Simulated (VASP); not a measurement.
# Zr3Ag (P4/mmm) in VASP: a series of runs, part 3 of 3

VASP 6.6.1. Earlier steps stand in the parts before.

### 5 Electric field gradients, LDA (20.57 Å³/atom)

This run uses another cell than the first one, of 20.57 Å³/atom.

INCAR reads:

```
PREC = Accurate
ENCUT = 520
EDIFF = 1E-8
ISMEAR = -1
SIGMA = 0.05
LREAL = F
LASPH = T
NELM = 80
ALGO = Normal
ISIF = 2
LWAVE = F
LCHARG = F
LEFG = T
NBANDS = 32
```

KPOINTS reads:

```
Automatic mesh
0
Gamma
  7 7 8
```

POSCAR reads:

```
Zr3Ag
1.0
    4.5507289829      0.0000000000      0.0000000000
    0.0000000000      4.5507289829      0.0000000000
    0.0000000000      0.0000000000      3.9726687967
Zr Ag
3 1
Direct
    0.5000000000      0.5000000000      0.0000000000
    0.0000000000      0.5000000000      0.5000000000
    0.5000000000      0.0000000000      0.5000000000
    0.0000000000      0.0000000000      0.0000000000
```

Potentials or basis: VASP PAW LDA potentials, release 64 (Zr_sv, Ag).

Command:

```sh
$ cat potpaw_LDA.64/Zr_sv/POTCAR potpaw_LDA.64/Ag/POTCAR > POTCAR
$ mpirun -np 1 vasp_std > vasp.out
```

OUTCAR:

```text
PREC = Accurate
   ENCUT = 520
   EDIFF = 1E-8
   ISMEAR = -1
   LREAL = F
   LASPH = T
   NELM = 80
   ISIF = 2

 ion  position               nearest neighbor table
   1  0.500  0.500  0.000-   2 3.02   3 3.02   2 3.02   3 3.02   3 3.02   3 3.02   2 3.02   2 3.02
                             4 3.22   4 3.22   4 3.22   4 3.22
   2  0.000  0.500  0.500-   1 3.02   4 3.02   1 3.02   4 3.02   4 3.02   4 3.02   1 3.02   1 3.02
                             3 3.22   3 3.22   3 3.22   3 3.22
   3  0.500  0.000  0.500-   1 3.02   4 3.02   1 3.02   4 3.02   1 3.02   1 3.02   4 3.02   4 3.02
                             2 3.22   2 3.22   2 3.22   2 3.22
   4  0.000  0.000  0.000-   2 3.02   3 3.02   2 3.02   3 3.02   2 3.02   2 3.02   3 3.02   3 3.02
                             1 3.22   1 3.22   1 3.22   1 3.22

  LATTYP: Found a simple tetragonal cell.
 ALAT       =     4.5507289829
 C/A-ratio  =     0.8729741568

  Lattice vectors:

 A1 = (   4.5507289829,   0.0000000000,   0.0000000000)
 A2 = (   0.0000000000,   4.5507289829,   0.0000000000)
 A3 = (   0.0000000000,   0.0000000000,   3.9726687967)

Analysis of symmetry for initial positions (statically):
=====================================================================
 Subroutine PRICEL returns:
 Original cell was already a primitive cell.

 Routine SETGRP: Setting up the symmetry group for a
 simple tetragonal supercell.

 Subroutine GETGRP returns: Found 16 space group operations
 (whereof 16 operations were pure point group operations)
 out of a pool of 16 trial point group operations.

The static configuration has the point symmetry D_4h.

Analysis of symmetry for dynamics (positions and initial velocities):
=====================================================================
 Subroutine PRICEL returns:
[... 1014 lines left out ...]
  --------------------------------------------------------------------------------------
  -------------------------------------------------------------------------------------
  Total       -2.4092662     -2.4092662     -1.1260341      0.0000000      0.0000000      0.0000000
  in kB      -46.9192508    -46.9192508    -21.9289500      0.0000000      0.0000000      0.0000000
  external PRESSURE =     -38.5891505 kB  Pullay stress =       0.0000000 kB

 VOLUME and BASIS-vectors are now :
 -----------------------------------------------------------------------------
  energy-cutoff  :      520.00
  volume of cell :       82.27
      direct lattice vectors                 reciprocal lattice vectors
     4.550728983  0.000000000  0.000000000     0.219745013  0.000000000  0.000000000
     0.000000000  4.550728983  0.000000000     0.000000000  0.219745013  0.000000000
     0.000000000  0.000000000  3.972668797     0.000000000  0.000000000  0.251719952

 POSITION                                       TOTAL-FORCE (eV/Angst)
 -----------------------------------------------------------------------------------
      2.27536      2.27536      0.00000         0.000000      0.000000      0.000000
      0.00000      2.27536      1.98633         0.000000      0.000000      0.000000
      2.27536      0.00000      1.98633         0.000000      0.000000      0.000000
      0.00000      0.00000      0.00000         0.000000      0.000000      0.000000
 -----------------------------------------------------------------------------------
    total drift:                                0.000000      0.000000      0.000000

  FREE ENERGIE OF THE ION-ELECTRON SYSTEM (eV)
  ---------------------------------------------------
  free  energy   TOTEN  =       -31.6680152232 eV

  energy  without entropy=      -31.6227868530  energy(sigma->0) =      -31.64540104

 Electric field gradients (V/A^2)
---------------------------------------------------------------------
 ion       V_xx      V_yy      V_zz      V_xy      V_xz      V_yz
---------------------------------------------------------------------
   1       5.361     5.361   -10.722     0.000    -0.000     0.000
   2      42.402   -18.420   -23.981    -0.000     0.000    -0.000
   3     -18.420    42.402   -23.981     0.000    -0.000     0.000
   4      -3.530    -3.530     7.061    -0.000     0.000     0.000
---------------------------------------------------------------------

 Electric field gradients after diagonalization (V/A^2)
 (convention: |V_zz| > |V_xx| > |V_yy|)
----------------------------------------------------------------------
 ion       V_xx      V_yy      V_zz     asymmetry (V_yy - V_xx)/ V_zz
----------------------------------------------------------------------
   1       5.361     5.361   -10.722       0.000
   2     -23.981   -18.420    42.402       0.131
   3     -23.981   -18.420    42.402       0.131
   4      -3.530    -3.530     7.061       0.000
----------------------------------------------------------------------

           NMR quadrupolar parameters

 Cq : quadrupolar parameter    Cq=e*Q*V_zz/h
 eta: asymmetry parameters     (V_yy - V_xx)/ V_zz
 Q  : nuclear electric quadrupole moment in mb (millibarn)
----------------------------------------------------------------------
 ion       Cq(MHz)       eta       Q (mb)
----------------------------------------------------------------------
   1      -0.026       0.000       1.000
   2       0.103       0.131       1.000
   3       0.103       0.131       1.000
   4       0.017       0.000       1.000
----------------------------------------------------------------------
```

It took 4.3 min on 1 thread of Intel Xeon 8259CL, shared host; peak memory 0.24 GiB.

What came out:

| Property | Result |
| --- | --- |
| Free energy | -31.6680 eV |
| Pressure | -3.9 GPa |
| Band gap on the k mesh | zero (an odd number of electrons rules out a gap without spin polarisation) |
| Largest electric field gradient by atom | Zr -10.7, +42.4 (each value once); Ag +7.1 V/Å² |

Electric field gradients, principal values (V/Å²):
```tsv
atom	least	middle	greatest (by size)
1 Zr	5.361	5.361	-10.722
2 Zr	-18.420	-23.981	42.402
3 Zr	-18.420	-23.981	42.402
4 Ag	-3.530	-3.530	7.061
```

Caveat: the cell stands under tension; without QUAD_EFG the Cq values of the log hold for a quadrupole moment of 1 mb, not for the nuclei.

### 6 The runs side by side

```tsv
cell	gap on the mesh (eV)	pressure (GPa)
a = 4.504, b = 4.504, c = 3.932 Å, 4 atoms	none	-0.6
a = 4.566, b = 4.566, c = 3.906 Å, 4 atoms	none	-2.9
a = 4.551, b = 4.551, c = 3.973 Å, 4 atoms	none	-3.9
```

Alike in all rows: task electric field gradients; level LDA; potentials or basis VASP PAW LDA potentials, release 64 (Zr_sv, Ag); no spin polarisation; k mesh 7 × 7 × 8; cutoff (eV) 520; smearing fermi-dirac 0.05 eV.

Caveats: the cell stands under tension (at least some runs).

Total energies depend on the potentials used, so only differences within one code and one set of settings carry meaning.
